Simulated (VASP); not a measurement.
# V (Fm-3m) in VASP: notebook

The runs below take V through single point, with PBE.

Program: VASP 6.6.1. These are calculated values, not measurements. Logs are shortened: lines on timing, memory, paths and dates and some standing lists are left out, and cuts for length are marked.

### Step 1. The cell of the first run

It takes space group Fm-3m (No. 225, cubic). The conventional cell has a = 3.766 Å, b = 3.766 Å, c = 3.766 Å, α = 90.00°, β = 90.00°, γ = 90.00°. Within 3.5 Å of V (site symmetry m-3m) lie 12 V at 2.66 Å.

### Step 2. Single point, PBE

INCAR reads:

```
SYSTEM = V
  ALGO = Normal
  EDIFF = 1E-6
  ENCUT = 520
  GGA = PE
  ISIF = 2
  ISMEAR = -1
  LASPH = .TRUE.
  LCHARG = .FALSE.
  LREAL = .FALSE.
  LWAVE = .FALSE.
  NBANDS = 12
  NELM = 100
  PREC = Accurate
  SIGMA = 0.06122561905347299
```

KPOINTS reads:

```
k-points
0
G
  25 25 25
  0 0 0
```

POSCAR reads:

```
V
1.0
    0.0000000000      1.8829168543      1.8829168543
    1.8829168543      0.0000000000      1.8829168543
    1.8829168543      1.8829168543      0.0000000000
V
1
Direct
    0.0000000000      0.0000000000      0.0000000000
```

Potentials or basis: VASP PAW PBE potentials, release 64 (V_sv).

The run is started by

```
$ cat potpaw_PBE.64/V_sv/POTCAR > POTCAR
$ mpirun -np 1 vasp_std > vasp.out
```

OUTCAR:

```text
SYSTEM = V
   EDIFF = 1E-6
   ENCUT = 520
   GGA = PE
   ISIF = 2
   ISMEAR = -1
   LASPH = .TRUE.
   LREAL = .FALSE.
   NELM = 100
   PREC = Accurate

 ion  position               nearest neighbor table
   1  0.000  0.000  0.000-

  LATTYP: Found a face centered cubic cell.
 ALAT       =     3.7658337086

  Lattice vectors:

 A1 = (   0.0000000000,   1.8829168543,   1.8829168543)
 A2 = (   1.8829168543,   0.0000000000,   1.8829168543)
 A3 = (   1.8829168543,   1.8829168543,   0.0000000000)

Analysis of symmetry for initial positions (statically):
=====================================================================
 Subroutine PRICEL returns:
 Original cell was already a primitive cell.

 Routine SETGRP: Setting up the symmetry group for a
 face centered cubic supercell.

 Subroutine GETGRP returns: Found 48 space group operations
 (whereof 48 operations were pure point group operations)
 out of a pool of 48 trial point group operations.

The static configuration has the point symmetry O_h .

Analysis of symmetry for dynamics (positions and initial velocities):
=====================================================================
 Subroutine PRICEL returns:
 Original cell was already a primitive cell.

 Routine SETGRP: Setting up the symmetry group for a
 face centered cubic supercell.

 Subroutine GETGRP returns: Found 48 space group operations
 (whereof 48 operations were pure point group operations)
 out of a pool of 48 trial point group operations.

The dynamic configuration has the point symmetry O_h .

 Subroutine INISYM returns: Found 48 space group operations
 (whereof 48 operations are pure point group operations),
 and found     1 'primitive' translations

----------------------------------------------------------------------------------------

                                     Primitive cell

  volume of cell :      13.3513

  direct lattice vectors                    reciprocal lattice vectors
     0.000000000  1.882916854  1.882916854    -0.265545448  0.265545448  0.265545448
     1.882916854  0.000000000  1.882916854     0.265545448 -0.265545448  0.265545448
     1.882916854  1.882916854  0.000000000     0.265545448  0.265545448 -0.265545448

  length of vectors
     2.662846552  2.662846552  2.662846552     0.459938208  0.459938208  0.459938208

[... 77 lines left out ...]
   NELM   =    100;   NELMIN=  2; NELMDL= -5     # of ELM steps
   EDIFF  = 0.1E-05   stopping-criterion for ELM
   LREAL  =      F    real-space projection
   EDIFFG = 0.1E-04   stopping-criterion for IOM
   NSW    =      0    number of steps for IOM
   IBRION =     -1    ionic relax: 0-MD 1-quasi-New 2-CG
   NFREE  =      0    steps in history (QN), initial steepest desc. (CG)
   ISIF   =      2    stress and relaxation
   ISYM   =      2    0-nonsym 1-usesym 2-fastsym
   POTIM  = 0.5000    time-step for ionic-motion
   TEBEG  =    0.0;   TEEND  =   0.0 temperature during run
   PSTRESS=    0.0 pullay stress
   NELECT =      13.0000    total number of electrons
   NUPDOWN=      -1.0000    fix difference up-down
   EMIN   =  10.00;   EMAX   =-10.00  energy-range for DOS
   EFERMI =   0.00;   METHOD = LEGACY
   ISMEAR =    -1;   SIGMA  =   0.06  broadening in eV -4-tet -1-fermi 0-gaus
   EFERMI_NEDOS =   21; number of points for ismear=-14 and -15
   IALGO  =     38    algorithm
   IMIX   =      4    mixing-type and parameters
     AMIX     =   0.40;   BMIX     =  1.00
     AMIX_MAG =   1.60;   BMIX_MAG =  1.00
  volume/ion in A,a.u.               =      13.35        90.10
  Fermi-wavevector in a.u.,A,eV,Ry     =   1.622612  3.066293 35.822387  2.632871
  Thomas-Fermi vector in A             =   2.716197
   LORBIT       =      0    0 simple, 1 ext, 2 COOP (PROOUT), +10 PAW based schemes
   GGA     = PE    functional components
   LHFCALC =     F    Hartree Fock is set to
   AEXX    =    0.0000 exact exchange contribution
   IVDW    =     0    specifies the selected vdW correction
   LEPSILON=     F    determine dielectric tensor
   LRPA    =     F    only Hartree local field effects (RPA)
 non-spin polarized calculation
  energy-cutoff  :      520.00
  volume of cell :       13.35
 maximum number of plane-waves:       370
   NGX =  9   NGY =  9   NGZ =  9

 number of electron      13.0000009 magnetization

 Free energy of the ion-electron system (eV)
  ---------------------------------------------------
  ext. energy  EPLUGINS =         0.00000000
  ---------------------------------------------------
  free energy    TOTEN  =        -8.74642067 eV

  energy without entropy =       -8.72577607  energy(sigma->0) =       -8.73609837

 E-fermi :  10.1455     XC(G=0): -12.9550

 val. band max:       10.1424967860   @ k =   0.4400   0.1200   0.0400
 cond. band min:      10.1476493266   @ k =   0.4400   0.1200   0.0000
 fundamental gap:      0.0051525407
 Fermi energy:        10.1454908626

 k-point     1 :       0.0000    0.0000    0.0000
  band No.  band energies     occupation
      1     -53.8936      2.00000
      2     -27.1882      2.00000
      3     -27.1882      2.00000
      4     -27.1882      2.00000
      5       3.2151      2.00000
      6      10.3062      0.13503
      7      10.3062      0.13503
      8      10.3062      0.13503
      9      12.1451      0.00000
     10      12.1451      0.00000
     11      28.0098      0.00000
     12      33.3915      0.00000
[... 331 lines left out ...]
 k-point    24 :       0.4400    0.0400    0.0000
  band No.  band energies     occupation
      1     -53.7112      2.00000
      2     -28.0593      2.00000
      3     -27.3063      2.00000
      4     -27.3045      2.00000
      5       6.6910      2.00000
      6      10.1346      1.08892
      7      10.2766      0.21038
      8      10.5643      0.00214
      9      13.2865      0.00000
     10      13.3013      0.00000
     11      20.3133      0.00000
     12      27.3329      0.00000

 [... further k-points ...]
[... 5 lines left out ...]
  --------------------------------------------------------------------------------------
  -------------------------------------------------------------------------------------
  Total        0.6616841      0.6616841      0.6616841     -0.0000000      0.0000000     -0.0000000
  in kB       79.4031736     79.4031736     79.4031736     -0.0000000      0.0000000     -0.0000000
  external PRESSURE =      79.4031736 kB  Pullay stress =       0.0000000 kB

 VOLUME and BASIS-vectors are now :
 -----------------------------------------------------------------------------
  energy-cutoff  :      520.00
  volume of cell :       13.35
      direct lattice vectors                 reciprocal lattice vectors
     0.000000000  1.882916854  1.882916854    -0.265545448  0.265545448  0.265545448
     1.882916854  0.000000000  1.882916854     0.265545448 -0.265545448  0.265545448
     1.882916854  1.882916854  0.000000000     0.265545448  0.265545448 -0.265545448

 POSITION                                       TOTAL-FORCE (eV/Angst)
 -----------------------------------------------------------------------------------
      0.00000      0.00000      0.00000         0.000000      0.000000     -0.000000
 -----------------------------------------------------------------------------------
    total drift:                                0.000000     -0.000000     -0.000000

  FREE ENERGIE OF THE ION-ELECTRON SYSTEM (eV)
  ---------------------------------------------------
  free  energy   TOTEN  =        -8.7464206725 eV

  energy  without entropy=       -8.7257760701  energy(sigma->0) =       -8.73609837
```

stdout:

```text
POSCAR found type information on POSCAR V
 POSCAR found :  1 types and       1 ions
 scaLAPACK will be used
 LDA part: xc-table for (Slater+PW92), standard interpolation
 POSCAR, INCAR and KPOINTS ok, starting setup
 FFT: planning ... GRIDC
 FFT: planning ... GRID_SOFT
 FFT: planning ... GRID
 WAVECAR not read
 entering main loop
```

Run time: 32 s. Hardware: 1 thread of Intel Xeon 6975P-C, shared host; peak memory 0.18 GiB.

Results:

```
Free energy : -8.7464 eV
Pressure    : 7.9 GPa
```

Levels at points of the mesh, in eV from the Fermi level:
```
           k point  band 3  band 4  band 5  band 6  band 7  band 8  band 9  band 10
(0.00, 0.00, 0.00)  -37.33  -37.33   -6.93    0.16    0.16    0.16    2.00     2.00
```

### Step 3. Single point, PBE

INCAR reads:

```
PREC = Accurate
ENCUT = 520
EDIFF = 1E-7
ISMEAR = -1
SIGMA = 0.06122561905347299
LREAL = F
LASPH = T
NELM = 60
ALGO = Normal
ISIF = 2
LWAVE = F
LCHARG = F
GGA = PE
NBANDS = 12
```

KPOINTS reads:

```
regular mesh
0
Gamma
  25 25 25
```

POSCAR is that of step 2.

Potentials or basis: VASP PAW PBE potentials, release 64 (V_sv).

The run is started by

```
$ cat potpaw_PBE.64/V_sv/POTCAR > POTCAR
$ mpirun -np 1 vasp_std > vasp.out
```

OUTCAR:

```text
PREC = Accurate
   ENCUT = 520
   EDIFF = 1E-7
   ISMEAR = -1
   LREAL = F
   LASPH = T
   NELM = 60
   ISIF = 2
   GGA = PE

 ion  position               nearest neighbor table
   1  0.000  0.000  0.000-

  LATTYP: Found a face centered cubic cell.
 ALAT       =     3.7658337086

  Lattice vectors:

 A1 = (   0.0000000000,   1.8829168543,   1.8829168543)
 A2 = (   1.8829168543,   0.0000000000,   1.8829168543)
 A3 = (   1.8829168543,   1.8829168543,   0.0000000000)

Analysis of symmetry for initial positions (statically):
=====================================================================
 Subroutine PRICEL returns:
 Original cell was already a primitive cell.

 Routine SETGRP: Setting up the symmetry group for a
 face centered cubic supercell.

 Subroutine GETGRP returns: Found 48 space group operations
 (whereof 48 operations were pure point group operations)
 out of a pool of 48 trial point group operations.

The static configuration has the point symmetry O_h .

Analysis of symmetry for dynamics (positions and initial velocities):
=====================================================================
 Subroutine PRICEL returns:
 Original cell was already a primitive cell.

 Routine SETGRP: Setting up the symmetry group for a
 face centered cubic supercell.

 Subroutine GETGRP returns: Found 48 space group operations
 (whereof 48 operations were pure point group operations)
 out of a pool of 48 trial point group operations.

The dynamic configuration has the point symmetry O_h .

 Subroutine INISYM returns: Found 48 space group operations
 (whereof 48 operations are pure point group operations),
 and found     1 'primitive' translations

----------------------------------------------------------------------------------------

                                     Primitive cell

  volume of cell :      13.3513

[... 106 lines left out ...]
     AMIX_MAG =   1.60;   BMIX_MAG =  1.00
  volume/ion in A,a.u.               =      13.35        90.10
  Fermi-wavevector in a.u.,A,eV,Ry     =   1.622612  3.066293 35.822387  2.632871
  Thomas-Fermi vector in A             =   2.716197
   LORBIT       =      0    0 simple, 1 ext, 2 COOP (PROOUT), +10 PAW based schemes
   GGA     = PE    functional components
   LHFCALC =     F    Hartree Fock is set to
   AEXX    =    0.0000 exact exchange contribution
   IVDW    =     0    specifies the selected vdW correction
   LEPSILON=     F    determine dielectric tensor
   LRPA    =     F    only Hartree local field effects (RPA)
 non-spin polarized calculation
  energy-cutoff  :      520.00
  volume of cell :       13.35
 maximum number of plane-waves:       370
   NGX =  9   NGY =  9   NGZ =  9

 number of electron      13.0000009 magnetization

 Free energy of the ion-electron system (eV)
  ---------------------------------------------------
  ext. energy  EPLUGINS =         0.00000000
  ---------------------------------------------------
  free energy    TOTEN  =        -8.74642068 eV

  energy without entropy =       -8.72577558  energy(sigma->0) =       -8.73609813

 E-fermi :  10.1454     XC(G=0): -12.9550

 val. band max:       10.1423750229   @ k =   0.4400   0.1200   0.0400
 cond. band min:      10.1475320108   @ k =   0.4400   0.1200   0.0000
 fundamental gap:      0.0051569879
 Fermi energy:        10.1453737901

 k-point     1 :       0.0000    0.0000    0.0000
  band No.  band energies     occupation
      1     -53.8939      2.00000
      2     -27.1884      2.00000
      3     -27.1884      2.00000
      4     -27.1884      2.00000
      5       3.2150      2.00000
      6      10.3061      0.13508
      7      10.3061      0.13508
      8      10.3061      0.13508
      9      12.1449      0.00000
     10      12.1449      0.00000
     11      28.0098      0.00000
     12      33.3915      0.00000
[... 331 lines left out ...]
 k-point    24 :       0.4400    0.0400    0.0000
  band No.  band energies     occupation
      1     -53.7114      2.00000
      2     -28.0595      2.00000
      3     -27.3066      2.00000
      4     -27.3047      2.00000
      5       6.6909      2.00000
      6      10.1345      1.08893
      7      10.2764      0.21042
      8      10.5642      0.00214
      9      13.2863      0.00000
     10      13.3012      0.00000
     11      20.3131      0.00000
     12      27.3329      0.00000

 [... further k-points ...]
[... 5 lines left out ...]
  --------------------------------------------------------------------------------------
  -------------------------------------------------------------------------------------
  Total        0.6660230      0.6660230      0.6660230      0.0000000     -0.0000000      0.0000000
  in kB       79.9238521     79.9238521     79.9238521      0.0000000     -0.0000000      0.0000000
  external PRESSURE =      79.9238521 kB  Pullay stress =       0.0000000 kB

 VOLUME and BASIS-vectors are now :
 -----------------------------------------------------------------------------
  energy-cutoff  :      520.00
  volume of cell :       13.35
      direct lattice vectors                 reciprocal lattice vectors
     0.000000000  1.882916854  1.882916854    -0.265545448  0.265545448  0.265545448
     1.882916854  0.000000000  1.882916854     0.265545448 -0.265545448  0.265545448
     1.882916854  1.882916854  0.000000000     0.265545448  0.265545448 -0.265545448

 POSITION                                       TOTAL-FORCE (eV/Angst)
 -----------------------------------------------------------------------------------
      0.00000      0.00000      0.00000         0.000000      0.000000      0.000000
 -----------------------------------------------------------------------------------
    total drift:                                0.000000     -0.000000     -0.000000

  FREE ENERGIE OF THE ION-ELECTRON SYSTEM (eV)
  ---------------------------------------------------
  free  energy   TOTEN  =        -8.7464206810 eV

  energy  without entropy=       -8.7257755789  energy(sigma->0) =       -8.73609813
```

stdout:

```text
POSCAR found type information on POSCAR V
 POSCAR found :  1 types and       1 ions
 scaLAPACK will be used
 LDA part: xc-table for (Slater+PW92), standard interpolation
 POSCAR, INCAR and KPOINTS ok, starting setup
 FFT: planning ... GRIDC
 FFT: planning ... GRID_SOFT
 FFT: planning ... GRID
 WAVECAR not read
 entering main loop
```

Run time: 35 s. Hardware: 1 thread of Intel Xeon 6975P-C, shared host; peak memory 0.18 GiB.

Results:

```yaml
Free_energy: -8.7464 eV
Pressure: 8.0 GPa
```
